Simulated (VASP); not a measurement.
# Si (Immm) in VASP: single point with LDA

Aim: the single point of Si with LDA.

Everything below comes from runs of VASP 6.6.1. Logs are shortened: lines on timing, memory, paths and dates and some standing lists are left out, and cuts for length are marked.

### Step 1. The cell of the first run

Symmetry: Immm, No. 71, orthorhombic system. The conventional cell has a = 2.641 Å, b = 3.193 Å, c = 3.315 Å, α = 90.00°, β = 90.00°, γ = 90.00°. Within 3.5 Å of Si (site symmetry mmm) lie 14 Si at 2.64 to 3.31 Å.

### Step 2. Single point, LDA (strain +0.0187 x Voigt [1, -1, 0, 0, 0, 0])

File INCAR:

```
SYSTEM = Si
PREC = Accurate
ENCUT = 520
EDIFF = 1E-6
ISMEAR = 0
SIGMA = 0.15
LREAL = .FALSE.
LASPH = .TRUE.
NELM = 60
ALGO = Normal
ISIF = 2
LWAVE = .FALSE.
LCHARG = .FALSE.
NBANDS = 8
```

File KPOINTS:

```
Automatic mesh
0
G
  22 22 22
  0 0 0
```

File POSCAR:

```
Si
1.0
   -1.6573382392      1.5964916208      1.3203298500
    1.6573382392     -1.5964916208      1.3203298500
    1.6573382392      1.5964916208     -1.3203298500
Si
1
Direct
    0.0000000000      0.0000000000      0.0000000000
```

Potentials or basis: VASP PAW LDA potentials, release 64 (Si).

The run is started by

```console
$ cat potpaw_LDA.64/Si/POTCAR > POTCAR
$ mpirun -np 1 vasp_std > vasp.out
```

OUTCAR:

```text
SYSTEM = Si
   PREC = Accurate
   ENCUT = 520
   EDIFF = 1E-6
   ISMEAR = 0
   LREAL = .FALSE.
   LASPH = .TRUE.
   NELM = 60
   ISIF = 2

 ion  position               nearest neighbor table
   1  0.000  0.000  0.000-

  LATTYP: Found a body centered orthorhombic cell.
 ALAT       =     2.6406597000
 B/A-ratio  =     1.2091611962
 C/A-ratio  =     1.2552456034

  Lattice vectors:

 A1 = (  -1.6573382392,   1.5964916208,  -1.3203298500)
 A2 = (  -1.6573382392,  -1.5964916208,   1.3203298500)
 A3 = (   1.6573382392,   1.5964916208,   1.3203298500)

Analysis of symmetry for initial positions (statically):
=====================================================================
 Subroutine PRICEL returns:
 Original cell was already a primitive cell.

 Routine SETGRP: Setting up the symmetry group for a
 body centered orthorhombic supercell.

 Subroutine GETGRP returns: Found  8 space group operations
 (whereof  8 operations were pure point group operations)
 out of a pool of  8 trial point group operations.

The static configuration has the point symmetry D_2h.

Analysis of symmetry for dynamics (positions and initial velocities):
=====================================================================
 Subroutine PRICEL returns:
 Original cell was already a primitive cell.

 Routine SETGRP: Setting up the symmetry group for a
 body centered orthorhombic supercell.

 Subroutine GETGRP returns: Found  8 space group operations
 (whereof  8 operations were pure point group operations)
 out of a pool of  8 trial point group operations.

The dynamic configuration has the point symmetry D_2h.

 Subroutine INISYM returns: Found  8 space group operations
 (whereof  8 operations are pure point group operations),
 and found     1 'primitive' translations

----------------------------------------------------------------------------------------

                                     Primitive cell

  volume of cell :      13.9740

  direct lattice vectors                    reciprocal lattice vectors
    -1.657338239  1.596491621  1.320329850     0.000000000  0.313186736  0.378693249
     1.657338239 -1.596491621  1.320329850     0.301688568  0.000000000  0.378693249
     1.657338239  1.596491621 -1.320329850     0.301688568  0.313186736  0.000000000

  length of vectors
     2.653078673  2.653078673  2.653078673     0.491420907  0.484174110  0.434858510

  position of ions in fractional coordinates (direct lattice)
     0.000000000  0.000000000  0.000000000

  ion indices of the primitive-cell ions
   primitive index   ion index
                 1           1

----------------------------------------------------------------------------------------

 KPOINTS: Automatic mesh

Automatic generation of k-mesh.
 Grid dimensions read from file:
 generate k-points for:   22   22   22

 Generating k-lattice:

  Cartesian coordinates                     Fractional coordinates (reciprocal lattice)
     0.000000000  0.014235761  0.017213329     0.045454545  0.000000000  0.000000000
     0.013713117  0.000000000  0.017213329     0.000000000  0.045454545  0.000000000
     0.013713117  0.014235761  0.000000000     0.000000000  0.000000000  0.045454545

  Length of vectors
     0.022337314  0.022007914  0.019766296

  Shift w.r.t. Gamma in fractional coordinates (k-lattice)
     0.000000000  0.000000000  0.000000000

 Subroutine IBZKPT returns following result:
 ===========================================

 Found   1530 irreducible k-points:

 Following reciprocal coordinates:
            Coordinates               Weight
  0.000000  0.000000  0.000000      1.000000
  0.045455  0.000000 -0.000000      4.000000
  0.090909  0.000000 -0.000000      4.000000
  0.136364  0.000000  0.000000      4.000000
  0.181818 -0.000000  0.000000      4.000000
  0.227273  0.000000  0.000000      4.000000
[... 16 lines left out ...]
  0.454545  0.045455  0.000000      8.000000
  0.500000  0.045455 -0.000000      8.000000
 [... further k-points ...]
   k-points           NKPTS =   1530   k-points in BZ     NKDIM =   1530   number of bands    NBANDS=      8
   number of dos      NEDOS =    301   number of ions     NIONS =      1
   total plane-waves  NPLWV =   8000
   dimension x,y,z NGX =    20 NGY =   20 NGZ =   20
   dimension x,y,z NGXF=    40 NGYF=   40 NGZF=   40
   ions per type =               1
   NGX,Y,Z   is equivalent  to a cutoff of  12.53, 12.53, 12.53 a.u.
   NGXF,Y,Z  is equivalent  to a cutoff of  25.06, 25.06, 25.06 a.u.
 SYSTEM =  Si
   PREC   = accura    normal or accurate (medium, high low for compatibility)
   ISTART =      0    job   : 0-new  1-cont  2-samecut
   ICHARG =      2    charge: 1-file 2-atom 10-const
   ISPIN  =      1    spin polarized calculation?
   LNONCOLLINEAR =      F non collinear calculations
   LSORBIT =      F    spin-orbit coupling
   LASPH  =      T    aspherical Exc in radial PAW
   ENCUT  =  520.0 eV  38.22 Ry    6.18 a.u.   4.93  4.93  4.93*2*pi/ulx,y,z
   NELM   =     60;   NELMIN=  2; NELMDL= -5     # of ELM steps
   EDIFF  = 0.1E-05   stopping-criterion for ELM
   LREAL  =      F    real-space projection
   EDIFFG = 0.1E-04   stopping-criterion for IOM
   NSW    =      0    number of steps for IOM
   IBRION =     -1    ionic relax: 0-MD 1-quasi-New 2-CG
   NFREE  =      0    steps in history (QN), initial steepest desc. (CG)
   ISIF   =      2    stress and relaxation
   ISYM   =      2    0-nonsym 1-usesym 2-fastsym
   POTIM  = 0.5000    time-step for ionic-motion
   TEBEG  =    0.0;   TEEND  =   0.0 temperature during run
   PSTRESS=    0.0 pullay stress
   NELECT =       4.0000    total number of electrons
   NUPDOWN=      -1.0000    fix difference up-down
   EMIN   =  10.00;   EMAX   =-10.00  energy-range for DOS
   EFERMI =   0.00;   METHOD = LEGACY
   ISMEAR =     0;   SIGMA  =   0.15  broadening in eV -4-tet -1-fermi 0-gaus
   EFERMI_NEDOS =   21; number of points for ismear=-14 and -15
   IALGO  =     38    algorithm
   IMIX   =      4    mixing-type and parameters
     AMIX     =   0.40;   BMIX     =  1.00
     AMIX_MAG =   1.60;   BMIX_MAG =  1.00
  volume/ion in A,a.u.               =      13.97        94.30
  Fermi-wavevector in a.u.,A,eV,Ry     =   1.078917  2.038858 15.838027  1.164062
  Thomas-Fermi vector in A             =   2.214868
   LORBIT       =      0    0 simple, 1 ext, 2 COOP (PROOUT), +10 PAW based schemes
   GGA     = CA    functional components
   LHFCALC =     F    Hartree Fock is set to
   AEXX    =    0.0000 exact exchange contribution
   IVDW    =     0    specifies the selected vdW correction
   LEPSILON=     F    determine dielectric tensor
   LRPA    =     F    only Hartree local field effects (RPA)
 non-spin polarized calculation
 Gauss-broadening in eV      SIGMA  =   0.15
  energy-cutoff  :      520.00
  volume of cell :       13.97
 maximum number of plane-waves:       393
   NGX =  9   NGY =  9   NGZ =  9

 number of electron       4.0000000 magnetization

 Free energy of the ion-electron system (eV)
  ---------------------------------------------------
  ext. energy  EPLUGINS =         0.00000000
  ---------------------------------------------------
  free energy    TOTEN  =        -5.56443118 eV

  energy without entropy =       -5.56061215  energy(sigma->0) =       -5.56252167

 E-fermi :  10.5422     XC(G=0): -11.3957

 val. band max:       10.5356006996   @ k =   0.2727  -0.2727   0.2273
 cond. band min:      10.5424463971   @ k =   0.3636  -0.0909   0.0909
 fundamental gap:      0.0068456975
 Fermi energy:        10.5421501220

 k-point     1 :       0.0000    0.0000    0.0000
  band No.  band energies     occupation
      1      -4.1422      2.00000
      2      20.1606      0.00000
      3      20.5252      0.00000
      4      20.6707      0.00000
      5      23.5151      0.00000
      6      24.2099      0.00000
      7      25.3957      0.00000
      8      26.0985      0.00000

 k-point     2 :       0.0455    0.0000   -0.0000
  band No.  band energies     occupation
      1      -4.0699      2.00000
      2      19.3473      0.00000
      3      20.2971      0.00000
      4      21.5109      0.00000
      5      22.9431      0.00000
      6      24.6348      0.00000
      7      25.0352      0.00000
      8      25.8146      0.00000

 k-point     3 :       0.0909    0.0000   -0.0000
  band No.  band energies     occupation
      1      -3.8531      2.00000
      2      18.4182      0.00000
      3      19.7683      0.00000
      4      21.5930      0.00000
      5      22.2431      0.00000
      6      24.5854      0.00000
      7      25.0739      0.00000
      8      25.5540      0.00000

 k-point     4 :       0.1364    0.0000    0.0000
  band No.  band energies     occupation
      1      -3.4923      2.00000
      2      17.5929      0.00000
      3      19.1426      0.00000
      4      19.7681      0.00000
      5      21.8820      0.00000
      6      24.2335      0.00000
      7      25.2231      0.00000
      8      26.6358      0.00000

 k-point     5 :       0.1818   -0.0000    0.0000
  band No.  band energies     occupation
      1      -2.9882      2.00000
      2      16.8853      0.00000
      3      17.6780      0.00000
      4      18.5850      0.00000
      5      20.9357      0.00000
      6      23.3232      0.00000
      7      26.5912      0.00000
      8      27.8708      0.00000
[... 177 lines left out ...]
 k-point    22 :       0.4091    0.0455    0.0000
  band No.  band energies     occupation
      1       2.4476      2.00000
      2       6.7413      2.00000
      3      14.8595      0.00000
      4      15.7835      0.00000
      5      17.8634      0.00000
      6      19.9596      0.00000
      7      28.8062      0.00000
      8      34.6374      0.00000

 k-point    23 :       0.4545    0.0455    0.0000
  band No.  band energies     occupation
      1       3.8318      2.00000
      2       5.1318      2.00000
      3      14.5605      0.00000
      4      15.8108      0.00000
      5      17.7009      0.00000
      6      19.9369      0.00000
      7      29.3764      0.00000
      8      33.9085      0.00000

 k-point    24 :       0.5000    0.0455   -0.0000
  band No.  band energies     occupation
      1       3.5620      2.00000
      2       5.4266      2.00000
      3      14.3481      0.00000
      4      15.9694      0.00000
      5      17.6534      0.00000
      6      20.0884      0.00000
      7      29.8947      0.00000
      8      33.4220      0.00000

 [... further k-points ...]

------------------------ aborting loop because EDIFF is reached ----------------------------------------

  FORCE on cell =-STRESS in cart. coord.  units (eV):
  Direction    XX          YY          ZZ          XY          YZ          ZX
  --------------------------------------------------------------------------------------
  -------------------------------------------------------------------------------------
  Total       -0.1354413      0.1525835     -0.0344362      0.0000000     -0.0000000      0.0000000
  in kB      -15.5289304     17.4943544     -3.9482581      0.0000000     -0.0000000      0.0000000
  external PRESSURE =      -0.6609447 kB  Pullay stress =       0.0000000 kB

 VOLUME and BASIS-vectors are now :
 -----------------------------------------------------------------------------
  energy-cutoff  :      520.00
  volume of cell :       13.97
      direct lattice vectors                 reciprocal lattice vectors
    -1.657338239  1.596491621  1.320329850     0.000000000  0.313186736  0.378693249
     1.657338239 -1.596491621  1.320329850     0.301688568  0.000000000  0.378693249
     1.657338239  1.596491621 -1.320329850     0.301688568  0.313186736  0.000000000

 POSITION                                       TOTAL-FORCE (eV/Angst)
 -----------------------------------------------------------------------------------
      0.00000      0.00000      0.00000         0.000000     -0.000000      0.000000
 -----------------------------------------------------------------------------------
    total drift:                                0.000000      0.000000     -0.000000

  FREE ENERGIE OF THE ION-ELECTRON SYSTEM (eV)
  ---------------------------------------------------
  free  energy   TOTEN  =        -5.5644311820 eV

  energy  without entropy=       -5.5606121493  energy(sigma->0) =       -5.56252167
```

Run time: 42 s. Hardware: 1 thread of Intel Xeon 6975P-C (Granite Rapids), shared host; peak memory 0.24 GiB.

What came out:

```yaml
Free_energy: -5.5644 eV
Pressure: -0.1 GPa
Band_gap_on_the_k_mesh: zero (band 2 reaches 20.33 eV, above the bottom of band 3 at 6.87 eV)
```

Levels at points of the mesh, in eV from the Fermi level:
| k point | band 1 | band 2 | band 3 | band 4 | band 5 |
| --- | --- | --- | --- | --- | --- |
| (0.00, 0.00, 0.00) | -14.68 | 9.62 | 9.98 | 10.13 | 12.97 |
| (0.50, 0.00, 0.00) | -6.32 | -5.90 | 4.50 | 6.03 | 6.15 |
| (0.00, 0.50, 0.00) | -6.50 | -6.22 | 5.06 | 6.70 | 6.94 |
| (0.50, 0.50, 0.00) | -8.51 | -7.35 | 8.95 | 11.49 | 11.58 |
| (0.50, 0.50, 0.50) | -2.81 | -1.92 | -1.58 | 1.32 | 4.15 |

Caveat: the cell differs from its parent crystal (strain +0.0187 x Voigt [1, -1, 0, 0, 0, 0]).
